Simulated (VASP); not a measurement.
# PbS in VASP: electric field gradients with PBEsol

Aim: the electric field gradients of PbS with PBEsol.

Everything below comes from runs of VASP 6.6.1. Logs are shortened: lines on timing, memory, paths and dates and some standing lists are left out, and cuts for length are marked.

## (1) The cell of the first run

The cell holds a slab with vacuum, 4 atoms: a = 4.109 Å, b = 4.151 Å, c = 11.749 Å, α = 92.96°, β = 93.73°, γ = 89.21°.

## (2) Electric field gradients, PBEsol (equal xy, yz and zx shear strains of +1 %)

File INCAR:

```
SYSTEM = PbS
PREC = Accurate
ENCUT = 520
EDIFF = 1E-8
ISMEAR = -1
SIGMA = 0.01
LREAL = .FALSE.
LASPH = .TRUE.
NELM = 100
ALGO = Normal
ISIF = 2
LWAVE = .FALSE.
LCHARG = .FALSE.
GGA = PS
LEFG = .TRUE.
NBANDS = 28
```

File KPOINTS:

```
regular mesh
0
G
  7 7 3
  0 0 0
```

File POSCAR:

```
PbS
1.0
    2.9260000000     -2.8852975000      0.0002025000
    2.9550000000      2.9147025000      0.0292025000
   -1.0215035500      0.0531462000     11.7038897500
Pb S
2 2
Direct
    0.7756000000      0.7756000000      0.6363800000
    0.2244000000      0.2244000000      0.3636200000
    0.2684000000      0.2684000000      0.5986000000
    0.7316000000      0.7316000000      0.4014000000
```

Potentials or basis: VASP PAW PBE potentials, release 64 (Pb_d, S).

The run is started by

```sh
> cat potpaw_PBE.64/Pb_d/POTCAR potpaw_PBE.64/S/POTCAR > POTCAR
> mpirun -np 1 vasp_std > vasp.out
```

OUTCAR:

```text
SYSTEM = PbS
   PREC = Accurate
   ENCUT = 520
   EDIFF = 1E-8
   ISMEAR = -1
   LREAL = .FALSE.
   LASPH = .TRUE.
   NELM = 100
   ISIF = 2
   GGA = PS

 ion  position               nearest neighbor table
   1  0.776  0.776  0.636-   4 2.75   3 2.93   3 2.94   3 2.97   3 2.98
   2  0.224  0.224  0.364-   3 2.75   4 2.93   4 2.94   4 2.97   4 2.98
   3  0.268  0.268  0.599-   2 2.75   1 2.93   1 2.94   1 2.97   1 2.98
   4  0.732  0.732  0.401-   1 2.75   2 2.93   2 2.94   2 2.97   2 2.98

  LATTYP: Found a triclinic cell.
 ALAT       =     4.1093086650
 B/A-ratio  =     1.4114649132
 C/A-ratio  =     2.8589975193
 COS(alpha) =     0.0090697057
 COS(beta)  =     0.0650374338
 COS(gamma) =     0.6985590418

  Lattice vectors:

 A1 = (   2.9260000000,  -2.8852975000,   0.0002025000)
 A2 = (  -0.0290000000,  -5.8000000000,  -0.0290000000)
 A3 = (   1.0215035500,  -0.0531462000, -11.7038897500)

Analysis of symmetry for initial positions (statically):
=====================================================================
 Subroutine PRICEL returns:
 Original cell was already a primitive cell.

 Routine SETGRP: Setting up the symmetry group for a
 triclinic supercell.

 Subroutine GETGRP returns: Found  2 space group operations
 (whereof  2 operations were pure point group operations)
 out of a pool of  2 trial point group operations.

The static configuration has the point symmetry S_2 .

Analysis of symmetry for dynamics (positions and initial velocities):
=====================================================================
 Subroutine PRICEL returns:
 Original cell was already a primitive cell.

 Routine SETGRP: Setting up the symmetry group for a
 triclinic supercell.

 Subroutine GETGRP returns: Found  2 space group operations
 (whereof  2 operations were pure point group operations)
 out of a pool of  2 trial point group operations.

The dynamic configuration has the point symmetry S_2 .

 Subroutine INISYM returns: Found  2 space group operations
 (whereof  2 operations are pure point group operations),
 and found     1 'primitive' translations

----------------------------------------------------------------------------------------

                                     Primitive cell

  volume of cell :     199.6858

  direct lattice vectors                    reciprocal lattice vectors
     2.926000000 -2.885297500  0.000202500     0.170827357 -0.173346414  0.015696786
     2.955000000  2.914702500  0.029202500     0.169111712  0.171498329  0.013981141
    -1.021503550  0.053146200 11.703889750    -0.000424908 -0.000424908  0.085406524

  length of vectors
     4.109308665  4.150706982 11.748503279     0.243879795  0.241259031  0.085408638

  position of ions in fractional coordinates (direct lattice)
     0.775600000  0.775600000  0.636380000
     0.224400000  0.224400000  0.363620000
     0.268400000  0.268400000  0.598600000
     0.731600000  0.731600000  0.401400000

  ion indices of the primitive-cell ions
   primitive index   ion index
                 1           1
                 2           2
                 3           3
                 4           4

----------------------------------------------------------------------------------------

 KPOINTS: regular mesh

Automatic generation of k-mesh.
 Grid dimensions read from file:
 generate k-points for:    7    7    3

 Generating k-lattice:

  Cartesian coordinates                     Fractional coordinates (reciprocal lattice)
     0.024403908 -0.024763773  0.002242398     0.142857143  0.000000000  0.000000000
     0.024158816  0.024499761  0.001997306    -0.000000000  0.142857143  0.000000000
[... 41 lines left out ...]
   number of dos      NEDOS =    301   number of ions     NIONS =      4
   total plane-waves  NPLWV =  92160
   dimension x,y,z NGX =    32 NGY =   32 NGZ =   90
   dimension x,y,z NGXF=    64 NGYF=   64 NGZF=  180
   ions per type =               2   2
   NGX,Y,Z   is equivalent  to a cutoff of  12.95, 12.82, 12.74 a.u.
   NGXF,Y,Z  is equivalent  to a cutoff of  25.89, 25.63, 25.47 a.u.
 SYSTEM =  PbS
   PREC   = accura    normal or accurate (medium, high low for compatibility)
   ISTART =      0    job   : 0-new  1-cont  2-samecut
   ICHARG =      2    charge: 1-file 2-atom 10-const
   ISPIN  =      1    spin polarized calculation?
   LNONCOLLINEAR =      F non collinear calculations
   LSORBIT =      F    spin-orbit coupling
   LASPH  =      T    aspherical Exc in radial PAW
   ENCUT  =  520.0 eV  38.22 Ry    6.18 a.u.   7.64  7.72 21.84*2*pi/ulx,y,z
   NELM   =    100;   NELMIN=  2; NELMDL= -5     # of ELM steps
   EDIFF  = 0.1E-07   stopping-criterion for ELM
   LREAL  =      F    real-space projection
   EDIFFG = 0.1E-06   stopping-criterion for IOM
   NSW    =      0    number of steps for IOM
   IBRION =     -1    ionic relax: 0-MD 1-quasi-New 2-CG
   NFREE  =      0    steps in history (QN), initial steepest desc. (CG)
   ISIF   =      2    stress and relaxation
   ISYM   =      2    0-nonsym 1-usesym 2-fastsym
   POTIM  = 0.5000    time-step for ionic-motion
   TEBEG  =    0.0;   TEEND  =   0.0 temperature during run
   PSTRESS=    0.0 pullay stress
   NELECT =      40.0000    total number of electrons
   NUPDOWN=      -1.0000    fix difference up-down
   EMIN   =  10.00;   EMAX   =-10.00  energy-range for DOS
   EFERMI =   0.00;   METHOD = LEGACY
   ISMEAR =    -1;   SIGMA  =   0.01  broadening in eV -4-tet -1-fermi 0-gaus
   EFERMI_NEDOS =   21; number of points for ismear=-14 and -15
   IALGO  =     38    algorithm
   IMIX   =      4    mixing-type and parameters
     AMIX     =   0.40;   BMIX     =  1.00
     AMIX_MAG =   1.60;   BMIX_MAG =  1.00
  volume/ion in A,a.u.               =      49.92       336.89
  Fermi-wavevector in a.u.,A,eV,Ry     =   0.957883  1.810136 12.483884  0.917540
  Thomas-Fermi vector in A             =   2.086941
   LORBIT       =      0    0 simple, 1 ext, 2 COOP (PROOUT), +10 PAW based schemes
   GGA     = PS    functional components
   LHFCALC =     F    Hartree Fock is set to
   AEXX    =    0.0000 exact exchange contribution
   IVDW    =     0    specifies the selected vdW correction
   LEPSILON=     F    determine dielectric tensor
   LRPA    =     F    only Hartree local field effects (RPA)
 non-spin polarized calculation
  energy-cutoff  :      520.00
  volume of cell :      199.69
 maximum number of plane-waves:      5399
   NGX = 15   NGY = 15   NGZ = 43

 number of electron      40.0000007 magnetization

 Free energy of the ion-electron system (eV)
  ---------------------------------------------------
  ext. energy  EPLUGINS =         0.00000000
  ---------------------------------------------------
  free energy    TOTEN  =       -18.41737574 eV

  energy without entropy =      -18.41737574  energy(sigma->0) =      -18.41737574

 E-fermi :   0.8822     XC(G=0):  -5.9529

 val. band max:        0.6264043005   @ k =   0.0000   0.0000   0.0000
 cond. band min:       1.9011602493   @ k =   0.0000  -0.0000   0.3333
 fundamental gap:      1.2747559489
 Fermi energy:         0.8822241590

 k-point     1 :       0.0000    0.0000    0.0000
  band No.  band energies     occupation
      1     -15.6587      2.00000
      2     -15.5717      2.00000
      3     -15.5712      2.00000
      4     -15.5613      2.00000
      5     -15.5331      2.00000
      6     -15.5283      2.00000
[... 733 lines left out ...]
     27       6.6717      0.00000
     28       7.4795      0.00000

 [... further k-points ...]

------------------------ aborting loop because EDIFF is reached ----------------------------------------

  FORCE on cell =-STRESS in cart. coord.  units (eV):
  Direction    XX          YY          ZZ          XY          YZ          ZX
  --------------------------------------------------------------------------------------
  -------------------------------------------------------------------------------------
  Total       -1.2452482     -0.1816538     -2.6525510     -0.1486606     -0.0728404     -0.0865299
  in kB       -9.9912367     -1.4574974    -21.2827164     -1.1927767     -0.5844340     -0.6942719
  external PRESSURE =     -10.9104835 kB  Pullay stress =       0.0000000 kB

 VOLUME and BASIS-vectors are now :
 -----------------------------------------------------------------------------
  energy-cutoff  :      520.00
  volume of cell :      199.69
      direct lattice vectors                 reciprocal lattice vectors
     2.926000000 -2.885297500  0.000202500     0.170827357 -0.173346414  0.015696786
     2.955000000  2.914702500  0.029202500     0.169111712  0.171498329  0.013981141
    -1.021503550  0.053146200 11.703889750    -0.000424908 -0.000424908  0.085406524

 POSITION                                       TOTAL-FORCE (eV/Angst)
 -----------------------------------------------------------------------------------
      3.91124      0.05663      7.47093        -0.002046     -0.002158     -0.674554
      0.94826      0.02592      4.26237         0.002046      0.002158      0.674554
      0.96699      0.03971      7.01384        -0.032130     -0.028254     -0.194365
      3.89251      0.04285      4.71945         0.032130      0.028254      0.194365
 -----------------------------------------------------------------------------------
    total drift:                                0.000000      0.000000      0.000000

  FREE ENERGIE OF THE ION-ELECTRON SYSTEM (eV)
  ---------------------------------------------------
  free  energy   TOTEN  =       -18.4173757434 eV

  energy  without entropy=      -18.4173757434  energy(sigma->0) =      -18.41737574

 Electric field gradients (V/A^2)
---------------------------------------------------------------------
 ion       V_xx      V_yy      V_zz      V_xy      V_xz      V_yz
---------------------------------------------------------------------
   1      92.201    35.027  -127.228    -1.000     1.823     1.809
   2      92.201    35.027  -127.228    -1.000     1.823     1.809
   3       1.700    -0.371    -1.330     1.856     1.803     1.609
   4       1.700    -0.371    -1.330     1.856     1.803     1.609
---------------------------------------------------------------------

 Electric field gradients after diagonalization (V/A^2)
 (convention: |V_zz| > |V_xx| > |V_yy|)
----------------------------------------------------------------------
 ion       V_xx      V_yy      V_zz     asymmetry (V_yy - V_xx)/ V_zz
----------------------------------------------------------------------
   1      92.233    35.031  -127.264       0.449
   2      92.233    35.031  -127.264       0.449
   3      -2.577    -1.300     3.877       0.329
   4      -2.577    -1.300     3.877       0.329
----------------------------------------------------------------------

           NMR quadrupolar parameters

 Cq : quadrupolar parameter    Cq=e*Q*V_zz/h
 eta: asymmetry parameters     (V_yy - V_xx)/ V_zz
 Q  : nuclear electric quadrupole moment in mb (millibarn)
----------------------------------------------------------------------
 ion       Cq(MHz)       eta       Q (mb)
----------------------------------------------------------------------
   1      -0.308       0.449       1.000
   2      -0.308       0.449       1.000
   3       0.009       0.329       1.000
   4       0.009       0.329       1.000
----------------------------------------------------------------------
```

Wall time 9.8 min (1 thread of Intel Xeon 8259CL, shared host); peak memory 0.52 GiB.

What came out:

```yaml
Free_energy: -18.4174 eV
Largest_force: 0.675 eV/Å
Band_gap_on_the_k_mesh: 1.27 eV
Largest_electric_field_gradient_by_atom: Pb -127.3; S +3.9 V/Å²
```

Forces in eV/Å, atoms in the order of the input:
```
Pb  -0.002 -0.002 -0.675
Pb   0.002  0.002  0.675
S   -0.032 -0.028 -0.194
S    0.032  0.028  0.194
```

Levels at points of the mesh, in eV from the valence-band top:
```tsv
k point	band 17	band 18	band 19	band 20	band 21	band 22	band 23	band 24
(0.00, 0.00, 0.00)	-2.43	-1.47	-1.32	0.00	1.37	3.13	4.85	5.14
```

Electric field gradients, principal values (V/Å²):
```tsv
atom	least	middle	greatest (by size)
1 Pb	35.031	92.233	-127.264
2 Pb	35.031	92.233	-127.264
3 S	-1.300	-2.577	3.877
4 S	-1.300	-2.577	3.877
```

Caveat: the cell differs from its parent crystal (equal xy, yz and zx shear strains of +1 %); there is no dipole correction, which matters where the two faces differ; without QUAD_EFG the Cq values of the log hold for a quadrupole moment of 1 mb, not for the nuclei; the PAW data sets were made with another functional, which shifts forces and pressure a little; spin-orbit coupling is left out, which moves the levels of the heavy elements.
